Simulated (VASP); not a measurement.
# NaCl (I4/mmm) in VASP: notebook, part 2 of 3

VASP 6.6.1. Earlier steps stand in the parts before.

### 4 Single point, PBE

This run uses another cell than the first one, of the same volume but with other edges.

File INCAR:

```
PREC = Accurate
ENCUT = 520
EDIFF = 1E-7
ISMEAR = 0
SIGMA = 0.05
LREAL = F
LASPH = T
NELM = 100
ALGO = Normal
ISIF = 2
LWAVE = F
LCHARG = F
GGA = PE
NBANDS = 14
```

File KPOINTS:

```
Automatic mesh
0
Gamma
  8 8 8
```

File POSCAR:

```
NaCl
1.0
    0.0000000000      2.7431992127      3.0175191340
    2.7431992127      0.0000000000      3.0175191340
    2.7431992127      2.7431992127      0.0000000000
Na Cl
1 1
Direct
    0.0000000000      0.0000000000      0.0000000000
    0.5000000000      0.5000000000      0.5000000000
```

Potentials or basis: VASP PAW PBE potentials, release 64 (Na_pv, Cl).

Run with:

```
$ cat potpaw_PBE.64/Na_pv/POTCAR potpaw_PBE.64/Cl/POTCAR > POTCAR
$ mpirun -np 1 vasp_std > vasp.out
```

OUTCAR:

```text
PREC = Accurate
   ENCUT = 520
   EDIFF = 1E-7
   ISMEAR = 0
   LREAL = F
   LASPH = T
   NELM = 100
   ISIF = 2
   GGA = PE

 ion  position               nearest neighbor table
   1  0.000  0.000  0.000-
   2  0.500  0.500  0.500-

  LATTYP: Found a body centered tetragonal cell.
 ALAT       =     3.8794695309
 C/A-ratio  =     1.5556349186

  Lattice vectors:

 A1 = (  -2.7431992127,   0.0000000000,   3.0175191340)
 A2 = (   2.7431992127,   0.0000000000,   3.0175191340)
 A3 = (   0.0000000000,   2.7431992127,  -3.0175191340)

Analysis of symmetry for initial positions (statically):
=====================================================================
 Subroutine PRICEL returns:
 Original cell was already a primitive cell.

 Routine SETGRP: Setting up the symmetry group for a
 body centered tetragonal supercell.

 Subroutine GETGRP returns: Found 16 space group operations
 (whereof 16 operations were pure point group operations)
 out of a pool of 16 trial point group operations.

The static configuration has the point symmetry D_4h.

Analysis of symmetry for dynamics (positions and initial velocities):
=====================================================================
 Subroutine PRICEL returns:
 Original cell was already a primitive cell.

 Routine SETGRP: Setting up the symmetry group for a
 body centered tetragonal supercell.

 Subroutine GETGRP returns: Found 16 space group operations
 (whereof 16 operations were pure point group operations)
 out of a pool of 16 trial point group operations.

The dynamic configuration has the point symmetry D_4h.

 Subroutine INISYM returns: Found 16 space group operations
 (whereof 16 operations are pure point group operations),
 and found     1 'primitive' translations

----------------------------------------------------------------------------------------

                                     Primitive cell

  volume of cell :      45.4145

  direct lattice vectors                    reciprocal lattice vectors
     0.000000000  2.743199213  3.017519134    -0.182268935  0.182268935  0.165699032
     2.743199213  0.000000000  3.017519134     0.182268935 -0.182268935  0.165699032
     2.743199213  2.743199213  0.000000000     0.182268935  0.182268935 -0.165699032

  length of vectors
     4.078058808  4.078058808  3.879469531     0.306431230  0.306431230  0.306431230

  position of ions in fractional coordinates (direct lattice)
     0.000000000  0.000000000  0.000000000
     0.500000000  0.500000000  0.500000000

  ion indices of the primitive-cell ions
   primitive index   ion index
                 1           1
                 2           2

----------------------------------------------------------------------------------------

 KPOINTS: Automatic mesh

Automatic generation of k-mesh.
 Grid dimensions read from file:
 generate k-points for:    8    8    8

 Generating k-lattice:

  Cartesian coordinates                     Fractional coordinates (reciprocal lattice)
    -0.022783617  0.022783617  0.020712379     0.125000000  0.000000000  0.000000000
     0.022783617 -0.022783617  0.020712379     0.000000000  0.125000000  0.000000000
     0.022783617  0.022783617 -0.020712379     0.000000000  0.000000000  0.125000000

[... 39 lines left out ...]
   number of dos      NEDOS =    301   number of ions     NIONS =      2
   total plane-waves  NPLWV =  27000
   dimension x,y,z NGX =    30 NGY =   30 NGZ =   30
   dimension x,y,z NGXF=    60 NGYF=   60 NGZF=   60
   ions per type =               1   1
   NGX,Y,Z   is equivalent  to a cutoff of  12.23, 12.23, 12.86 a.u.
   NGXF,Y,Z  is equivalent  to a cutoff of  24.46, 24.46, 25.71 a.u.
 SYSTEM =  unknown system
   PREC   = accura    normal or accurate (medium, high low for compatibility)
   ISTART =      0    job   : 0-new  1-cont  2-samecut
   ICHARG =      2    charge: 1-file 2-atom 10-const
   ISPIN  =      1    spin polarized calculation?
   LNONCOLLINEAR =      F non collinear calculations
   LSORBIT =      F    spin-orbit coupling
   LASPH  =      T    aspherical Exc in radial PAW
   ENCUT  =  520.0 eV  38.22 Ry    6.18 a.u.   7.58  7.58  7.21*2*pi/ulx,y,z
   NELM   =    100;   NELMIN=  2; NELMDL= -5     # of ELM steps
   EDIFF  = 0.1E-06   stopping-criterion for ELM
   LREAL  =      F    real-space projection
   EDIFFG = 0.1E-05   stopping-criterion for IOM
   NSW    =      0    number of steps for IOM
   IBRION =     -1    ionic relax: 0-MD 1-quasi-New 2-CG
   NFREE  =      0    steps in history (QN), initial steepest desc. (CG)
   ISIF   =      2    stress and relaxation
   ISYM   =      2    0-nonsym 1-usesym 2-fastsym
   POTIM  = 0.5000    time-step for ionic-motion
   TEBEG  =    0.0;   TEEND  =   0.0 temperature during run
   PSTRESS=    0.0 pullay stress
   NELECT =      14.0000    total number of electrons
   NUPDOWN=      -1.0000    fix difference up-down
   EMIN   =  10.00;   EMAX   =-10.00  energy-range for DOS
   EFERMI =   0.00;   METHOD = LEGACY
   ISMEAR =     0;   SIGMA  =   0.05  broadening in eV -4-tet -1-fermi 0-gaus
   EFERMI_NEDOS =   21; number of points for ismear=-14 and -15
   IALGO  =     38    algorithm
   IMIX   =      4    mixing-type and parameters
     AMIX     =   0.40;   BMIX     =  1.00
     AMIX_MAG =   1.60;   BMIX_MAG =  1.00
  volume/ion in A,a.u.               =      22.71       153.24
  Fermi-wavevector in a.u.,A,eV,Ry     =   1.105909  2.089864 16.640388  1.223034
  Thomas-Fermi vector in A             =   2.242402
   LORBIT       =      0    0 simple, 1 ext, 2 COOP (PROOUT), +10 PAW based schemes
   GGA     = PE    functional components
   LHFCALC =     F    Hartree Fock is set to
   AEXX    =    0.0000 exact exchange contribution
   IVDW    =     0    specifies the selected vdW correction
   LEPSILON=     F    determine dielectric tensor
   LRPA    =     F    only Hartree local field effects (RPA)
 non-spin polarized calculation
 Gauss-broadening in eV      SIGMA  =   0.05
  energy-cutoff  :      520.00
  volume of cell :       45.41
 maximum number of plane-waves:      1251
   NGX = 15   NGY = 15   NGZ = 15

 number of electron      14.0000005 magnetization

 Free energy of the ion-electron system (eV)
  ---------------------------------------------------
  ext. energy  EPLUGINS =         0.00000000
  ---------------------------------------------------
  free energy    TOTEN  =        -6.74611850 eV

  energy without entropy =       -6.74611850  energy(sigma->0) =       -6.74611850

 E-fermi :  -0.4651     XC(G=0):  -8.1003

 val. band max:       -0.7844866143   @ k =   0.0000   0.0000   0.0000
 cond. band min:       4.2590270787   @ k =   0.0000   0.0000   0.0000
 fundamental gap:      5.0435136930
 Fermi energy:        -0.4651428749

 k-point     1 :       0.0000    0.0000    0.0000
  band No.  band energies     occupation
      1     -21.6381      2.00000
      2     -21.6212      2.00000
      3     -21.6212      2.00000
      4     -13.4493      2.00000
      5      -0.8277      2.00000
      6      -0.8277      2.00000
      7      -0.7845      2.00000
      8       4.2590      0.00000
      9       9.8698      0.00000
     10      10.5858      0.00000
     11      10.5858      0.00000
     12      11.8547      0.00000
     13      13.0165      0.00000
     14      14.1028      0.00000
[... 377 lines left out ...]
      1     -21.6485      2.00000
      2     -21.6368      2.00000
      3     -21.6233      2.00000
      4     -13.1742      2.00000
      5      -2.3180      2.00000
      6      -1.1221      2.00000
      7      -1.1107      2.00000
      8       6.5509      0.00000
      9       8.8310      0.00000
     10      10.0359      0.00000
     11      10.5934      0.00000
     12      12.6924      0.00000
     13      14.0684      0.00000
     14      15.5414      0.00000

 [... further k-points ...]

------------------------ aborting loop because EDIFF is reached ----------------------------------------

  FORCE on cell =-STRESS in cart. coord.  units (eV):
  Direction    XX          YY          ZZ          XY          YZ          ZX
  --------------------------------------------------------------------------------------
  -------------------------------------------------------------------------------------
  Total        0.5739094      0.5739094     -0.3573461      0.0000000      0.0000000      0.0000000
  in kB       20.2469308     20.2469308    -12.6068006      0.0000000      0.0000000      0.0000000
  external PRESSURE =       9.2956870 kB  Pullay stress =       0.0000000 kB

 VOLUME and BASIS-vectors are now :
 -----------------------------------------------------------------------------
  energy-cutoff  :      520.00
  volume of cell :       45.41
      direct lattice vectors                 reciprocal lattice vectors
     0.000000000  2.743199213  3.017519134    -0.182268935  0.182268935  0.165699032
     2.743199213  0.000000000  3.017519134     0.182268935 -0.182268935  0.165699032
     2.743199213  2.743199213  0.000000000     0.182268935  0.182268935 -0.165699032

 POSITION                                       TOTAL-FORCE (eV/Angst)
 -----------------------------------------------------------------------------------
      0.00000      0.00000      0.00000         0.000000      0.000000      0.000000
      2.74320      2.74320      3.01752         0.000000     -0.000000     -0.000000
 -----------------------------------------------------------------------------------
    total drift:                                0.000000      0.000000      0.000000

  FREE ENERGIE OF THE ION-ELECTRON SYSTEM (eV)
  ---------------------------------------------------
  free  energy   TOTEN  =        -6.7461185049 eV

  energy  without entropy=       -6.7461185049  energy(sigma->0) =       -6.74611850
```

OSZICAR:

```text
N       E                     dE             d eps       ncg     rms          rms(c)
DAV:   1     0.101475221790E+03    0.10148E+03   -0.70685E+03  1652   0.994E+02
DAV:   2     0.154438122373E+01   -0.99931E+02   -0.92150E+02  1808   0.274E+02
DAV:   3    -0.681395185362E+01   -0.83583E+01   -0.83072E+01  2168   0.734E+01
DAV:   4    -0.695002792059E+01   -0.13608E+00   -0.13603E+00  1940   0.101E+01
DAV:   5    -0.695301617538E+01   -0.29883E-02   -0.29881E-02  2150   0.152E+00    0.217E+00
DAV:   6    -0.675244671015E+01    0.20057E+00   -0.33310E-01  2122   0.333E+00    0.162E+00
DAV:   7    -0.674010695002E+01    0.12340E-01   -0.84794E-02  2194   0.166E+00    0.110E+00
DAV:   8    -0.674610992861E+01   -0.60030E-02   -0.10307E-02  1772   0.869E-01    0.296E-01
DAV:   9    -0.674598921629E+01    0.12071E-03   -0.23400E-04  2168   0.119E-01    0.161E-01
DAV:  10    -0.674613046533E+01   -0.14125E-03   -0.36199E-04  1832   0.145E-01    0.703E-02
DAV:  11    -0.674611792695E+01    0.12538E-04   -0.23129E-05  2192   0.436E-02    0.142E-02
DAV:  12    -0.674611819094E+01   -0.26399E-06   -0.23278E-06  1934   0.137E-02    0.134E-03
DAV:  13    -0.674611866013E+01   -0.46919E-06   -0.26248E-07  2048   0.371E-03    0.241E-03
DAV:  14    -0.674611849232E+01    0.16781E-06   -0.33589E-08  1444   0.108E-03    0.652E-04
DAV:  15    -0.674611850485E+01   -0.12535E-07   -0.20436E-09  1174   0.441E-04
   1 F= -.67461185E+01 E0= -.67461185E+01  d E =-.106003E-21
```

Run time: 74 s. Hardware: 1 thread of Intel Xeon 8259CL, shared host; peak memory 0.18 GiB.

Results:

- Free energy: -6.7461 eV
- Pressure: 0.9 GPa
- Band gap on the k mesh: 5.04 eV

Stress tensor (GPa, compression positive):
```
 2.02  0.00  0.00
 0.00  2.02  0.00
 0.00  0.00 -1.26
```

Levels at points of the mesh, in eV from the valence-band top:
```
           k point  band 3  band 4  band 5  band 6  band 7  band 8  band 9  band 10  band 11  band 12
(0.00, 0.00, 0.00)  -20.84  -12.66   -0.04   -0.04    0.00    5.04   10.65    11.37    11.37    12.64
(0.50, 0.00, 0.00)  -20.84  -12.33   -1.92   -0.35   -0.22    7.22   10.48    10.55    11.42    14.92
(0.50, 0.50, 0.00)  -20.84  -12.35   -1.67   -0.48   -0.48    7.56    8.31    10.61    15.11    15.11
(0.50, 0.00, 0.50)  -20.85  -12.26   -1.64   -0.82   -0.52    7.51    7.99    11.51    13.84    15.00
```

### 5 Single point, PBE

This run uses another cell than the first one, of the same volume but with other edges.

File INCAR:

```
PREC = Accurate ; ENCUT = 520
EDIFF = 1E-7 ; ISMEAR = 0
SIGMA = 0.05 ; LREAL = False
LASPH = True ; NELM = 80
ALGO = Normal ; ISIF = 2
LWAVE = False ; LCHARG = False
GGA = PE ; NBANDS = 14
```

KPOINTS is that of step 4.

File POSCAR:

```
NaCl
1.0
    0.0000000000      3.2690165828      2.1248607788
    3.2690165828      0.0000000000      2.1248607788
    3.2690165828      3.2690165828      0.0000000000
Na Cl
1 1
Direct
    0.0000000000      0.0000000000      0.0000000000
    0.5000000000      0.5000000000      0.5000000000
```

Run with:

```
$ cat potpaw_PBE.64/Na_pv/POTCAR potpaw_PBE.64/Cl/POTCAR > POTCAR
$ mpirun -np 1 vasp_std > vasp.out
```

It took 54 s on 1 thread of Intel Xeon 8259CL, shared host; peak memory 0.18 GiB.

It converged, with:

- Free energy: -5.2041 eV
- Pressure: 18.2 GPa
- Band gap on the k mesh: 5.00 eV (least direct gap 5.02 eV)

Stress tensor (GPa, compression positive):
```
-0.87  0.00  0.00
 0.00 -0.87  0.00
 0.00  0.00 56.41
```

Levels at points of the mesh, in eV from the valence-band top:
```csv
k point,band 4,band 5,band 6,band 7,band 8,band 9,band 10,band 11
"(0.00, 0.00, 0.00)",-12.82,-0.03,-0.02,-0.02,5.00,10.72,11.14,11.14
"(0.50, 0.00, 0.00)",-12.16,-1.94,-0.60,-0.40,7.17,9.44,10.26,13.79
"(0.50, 0.50, 0.00)",-12.39,-1.15,-1.15,-0.84,7.14,9.19,13.19,13.19
"(0.50, 0.00, 0.50)",-12.56,-1.77,-0.39,0.00,8.01,9.62,9.92,13.68
```

Caveat: the cell stands under pressure.

[end of part 2 of 3]
